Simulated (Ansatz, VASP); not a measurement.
**One calculation of GaAs, two programs**

```xyz
2
Lattice="0.0000 2.7691 2.7691 2.7691 0.0000 2.7691 2.7691 2.7691 0.0000" Properties=species:S:1:pos:R:3 pbc="T T T"
As    4.1537    4.1537    4.1537
Ga    0.0000    0.0000    0.0000
```

Change from the starting cell: volume scaled by 0.94.

Alike in both runs: task single point; functional BLYP; dispersion D3(BJ); k mesh 6 × 6 × 6; occupations gaussian, width 0.15 eV; non-collinear spin.

|  | VASP | Ansatz |
| --- | --- | --- |
| version | VASP 6.6.1 | Ansatz 0.2.0 |
| potentials or method | VASP PAW PBE potentials, release 64 (As, Ga_d), cutoff 520 eV | all-electron LAPW, scalar-relativistic |

VASP gave:

```
gap on the k mesh at the Fermi level (eV) : 0.88
least direct gap on the mesh (eV)         : 0.88
pressure (GPa)                            : 6.5
net moment per atom (μB)                  : 0.00
```

Question: Which values does Ansatz return?

Answer: gap on the k mesh at the Fermi level (eV): 0.83; least direct gap on the mesh (eV): 0.83; pressure (GPa): 6.0; net moment per atom (μB): 0.00.

VASP's potentials were made for PBE, not for BLYP. Ansatz ran all-electron here, and VASP with PAW potentials.
